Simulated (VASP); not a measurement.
# TaN (P-6m2) in VASP: notebook, part 2 of 2

VASP 6.6.1.

### 3 Single point, PBEsol

This run uses another cell than the first one, of 9.71 Å³/atom.

INCAR

```
SYSTEM = TaN
  PREC = Accurate
  ENCUT = 520
  EDIFF = 1E-6
  ISMEAR = 0
  SIGMA = 0.1
  LREAL = .False.
  LASPH = .True.
  NELM = 80
  ALGO = Normal
  ISIF = 2
  LWAVE = .False.
  LCHARG = .True.
  GGA = PS
  LELF = .True.
  LVHAR = .True.
  NBANDS = 15
```

KPOINTS

```
regular mesh
0
Gamma
  18 18 14
  0 0 0
```

POSCAR

```
TaN
1.0
    2.8311793409      0.0000000000      0.0000000000
   -1.4155896704      2.4518732319      0.0000000000
    0.0000000000      0.0000000000      2.7962212287
Ta N
1 1
Direct
    0.3333333333      0.6666666667      0.5000000000
    0.0000000000      0.0000000000      0.0000000000
```

Potentials or basis: VASP PAW PBE potentials, release 64 (Ta_pv, N).

Started as:

```bash
$ cat potpaw_PBE.64/Ta_pv/POTCAR potpaw_PBE.64/N/POTCAR > POTCAR
$ mpirun -np 1 vasp_std > vasp.out
```

OUTCAR:

```text
SYSTEM = TaN
   PREC = Accurate
   ENCUT = 520
   EDIFF = 1E-6
   ISMEAR = 0
   LREAL = .False.
   LASPH = .True.
   NELM = 80
   ISIF = 2
   GGA = PS

 ion  position               nearest neighbor table
   1  0.333  0.667  0.500-   2 2.15   2 2.15   2 2.15   2 2.15   2 2.15   2 2.15
   2  0.000  0.000  0.000-   1 2.15   1 2.15   1 2.15   1 2.15   1 2.15   1 2.15

  LATTYP: Found a hexagonal cell.
 ALAT       =     2.8311793409
 C/A-ratio  =     0.9876524557

  Lattice vectors:

[... 621 lines left out ...]

  FORCE on cell =-STRESS in cart. coord.  units (eV):
  Direction    XX          YY          ZZ          XY          YZ          ZX
  --------------------------------------------------------------------------------------
  -------------------------------------------------------------------------------------
  Total        4.9959514      4.9959514      5.0368757      0.0000000     -0.0000000      0.0000000
  in kB      412.3745648    412.3745648    415.7525223      0.0000000     -0.0000000      0.0000000
  external PRESSURE =     413.5005506 kB  Pullay stress =       0.0000000 kB

 VOLUME and BASIS-vectors are now :
 -----------------------------------------------------------------------------
  energy-cutoff  :      520.00
  volume of cell :       19.41
      direct lattice vectors                 reciprocal lattice vectors
     2.831179341  0.000000000  0.000000000     0.353209698  0.203925714  0.000000000
    -1.415589670  2.451873232  0.000000000     0.000000000  0.407851428  0.000000000
     0.000000000  0.000000000  2.796221229     0.000000000  0.000000000  0.357625495

 POSITION                                       TOTAL-FORCE (eV/Angst)
 -----------------------------------------------------------------------------------
     -0.00000      1.63458      1.39811         0.000000     -0.000000      0.000000
      0.00000      0.00000      0.00000         0.000000      0.000000      0.000000
 -----------------------------------------------------------------------------------
    total drift:                                0.000000     -0.000000     -0.000000

  FREE ENERGIE OF THE ION-ELECTRON SYSTEM (eV)
  ---------------------------------------------------
  free  energy   TOTEN  =       -23.5790183195 eV

  energy  without entropy=      -23.5787432565  energy(sigma->0) =      -23.57888079
```

Run time: 84 s. Hardware: 1 thread of Intel Xeon 8259CL, shared host; peak memory 0.21 GiB.

Results:

| Property | Result |
| --- | --- |
| Free energy | -23.5790 eV |
| Pressure | 41.4 GPa |
| Band gap on the k mesh | zero (bands 8 and 9 overlap by 0.36 eV) |

Levels at points of the mesh, in eV from the Fermi level:
```
           k point  band 4  band 5  band 6  band 7  band 8  band 9  band 10  band 11  band 12  band 13
(0.00, 0.00, 0.00)  -18.49   -4.94   -4.94   -4.71   -3.00    3.13     4.12     4.12     4.64     4.64
(0.50, 0.00, 0.00)  -15.73   -8.84   -5.75   -3.92   -3.26    3.44     4.81     5.84     6.22     8.51
(0.00, 0.00, 0.50)  -15.16   -9.99   -4.02   -4.02   -0.10   -0.10     2.71     3.71     3.71     9.17
(0.50, 0.00, 0.50)  -16.35   -7.91   -6.55   -6.22   -0.06    4.99     6.31     7.06     8.19    11.73
```

Caveat: the cell stands under pressure; the PAW data sets were made with another functional, which shifts forces and pressure a little; spin-orbit coupling is left out, which moves the levels of the heavy elements.

### 4 Single point, PBEsol

This run uses another cell than the first one, of 10.11 Å³/atom.

INCAR

```
PREC = Accurate
ENCUT = 520
EDIFF = 1E-6
ISMEAR = 0
SIGMA = 0.1
LREAL = F
LASPH = T
NELM = 60
ALGO = Normal
ISIF = 2
LWAVE = F
LCHARG = F
GGA = PS
NBANDS = 15
```

KPOINTS

```
Automatic mesh
0
Gamma
  18 18 14
```

POSCAR

```
TaN
1.0
    2.8729805367      0.0000000000      0.0000000000
   -1.4364902683      2.4880741293      0.0000000000
    0.0000000000      0.0000000000      2.8297491819
Ta N
1 1
Direct
    0.3333333333      0.6666666667      0.5000000000
    0.0000000000      0.0000000000      0.0000000000
```

Started as:

```bash
$ cat potpaw_PBE.64/Ta_pv/POTCAR potpaw_PBE.64/N/POTCAR > POTCAR
$ mpirun -np 1 vasp_std > vasp.out
```

Run time: 1.7 min. Hardware: 1 thread of Intel Xeon 8259CL, shared host; peak memory 0.22 GiB.

The run converged. Its results:

```yaml
Free_energy: -23.7372 eV
Pressure: 21.1 GPa
Band_gap_on_the_k_mesh: zero (bands 8 and 9 overlap by 0.35 eV)
```

Stress tensor (GPa, compression positive):
```
21.00  0.00  0.00
 0.00 21.00  0.00
 0.00  0.00 21.26
```

Levels at points of the mesh, in eV from the Fermi level:
| k point | band 5 | band 6 | band 7 | band 8 | band 9 | band 10 | band 11 | band 12 |
| --- | --- | --- | --- | --- | --- | --- | --- | --- |
| (0.00, 0.00, 0.00) | -4.78 | -4.78 | -4.50 | -2.96 | 2.77 | 3.92 | 3.92 | 4.39 |
| (0.50, 0.00, 0.00) | -8.62 | -5.51 | -3.74 | -3.22 | 3.27 | 4.51 | 5.60 | 5.85 |
| (0.00, 0.00, 0.50) | -9.74 | -3.90 | -3.90 | -0.09 | -0.09 | 2.62 | 3.56 | 3.56 |
| (0.50, 0.00, 0.50) | -7.67 | -6.41 | -6.00 | -0.18 | 4.66 | 5.94 | 6.67 | 7.75 |

Caveat: the cell stands under pressure; the PAW data sets were made with another functional, which shifts forces and pressure a little; spin-orbit coupling is left out, which moves the levels of the heavy elements.

### 5 Single point, PBEsol

This run uses another cell than the first one, of 10.35 Å³/atom.

INCAR

```
SYSTEM = TaN
  ALGO = Normal
  EDIFF = 1E-6
  ENCUT = 520
  GGA = PS
  ISIF = 2
  ISMEAR = 0
  LASPH = .True.
  LCHARG = .False.
  LREAL = .False.
  LWAVE = .False.
  NBANDS = 15
  NELM = 80
  PREC = Accurate
  SIGMA = 0.1
```

KPOINTS

```
k-points
0
Gamma
  18 18 14
  0 0 0
```

POSCAR

```
TaN
1.0
    2.8970613496      0.0000000000      0.0000000000
   -1.4485306748      2.5089287251      0.0000000000
    0.0000000000      0.0000000000      2.8490839468
Ta N
1 1
Direct
    0.3333333333      0.6666666667      0.5000000000
    0.0000000000      0.0000000000      0.0000000000
```

Started as:

```bash
$ cat potpaw_PBE.64/Ta_pv/POTCAR potpaw_PBE.64/N/POTCAR > POTCAR
$ mpirun -np 1 vasp_std > vasp.out
```

Run time: 1.8 min. Hardware: 1 thread of Intel Xeon 8259CL, shared host; peak memory 0.22 GiB.

It converged, with:

```
Free energy            : -23.7854 eV
Pressure               : 11.0 GPa
Band gap on the k mesh : zero (bands 8 and 9 overlap by 0.35 eV)
```

Stress tensor (GPa, compression positive):
```
10.89  0.00  0.00
 0.00 10.89  0.00
 0.00  0.00 11.12
```

Levels at points of the mesh, in eV from the Fermi level:
```tsv
k point	band 6	band 7	band 8	band 9	band 10	band 11
(0.00, 0.00, 0.00)	-4.69	-4.39	-2.93	2.57	3.81	3.81
(0.50, 0.00, 0.00)	-5.38	-3.64	-3.19	3.17	4.34	5.47
(0.00, 0.00, 0.50)	-3.83	-3.83	-0.08	-0.08	2.56	3.47
(0.50, 0.00, 0.50)	-6.32	-5.88	-0.24	4.48	5.73	6.45
```

Caveat: the cell stands under pressure; the PAW data sets were made with another functional, which shifts forces and pressure a little; spin-orbit coupling is left out, which moves the levels of the heavy elements.

### 6 The runs side by side

| task | cell | cutoff (eV) | gap on the mesh (eV) | pressure (GPa) |
| --- | --- | --- | --- | --- |
| relaxation of shape and atoms at fixed volume | relaxed from a = 3.022, b = 3.022, c = 2.956 Å, angles 90.0, 90.0, 120.0°, 2 atoms | 600 | none | -27.7 |
| single point | a = 2.831, b = 2.831, c = 2.796 Å, angles 90.0, 90.0, 120.0°, 2 atoms | 520 | none | 41.4 |
| single point | a = 2.873, b = 2.873, c = 2.830 Å, angles 90.0, 90.0, 120.0°, 2 atoms | 520 | none | 21.1 |
| single point | a = 2.897, b = 2.897, c = 2.849 Å, angles 90.0, 90.0, 120.0°, 2 atoms | 520 | none | 11.0 |

Alike in all rows: level PBEsol; potentials or basis VASP PAW PBE potentials, release 64 (Ta_pv, N); no spin polarisation; k mesh 18 × 18 × 14; smearing gaussian 0.1 eV.

Caveats: the PAW data sets were made with another functional, which shifts forces and pressure a little; spin-orbit coupling is left out, which moves the levels of the heavy elements; the cell stands under pressure (at least some runs).

Absolute energies hang on the potentials; compare differences alone.
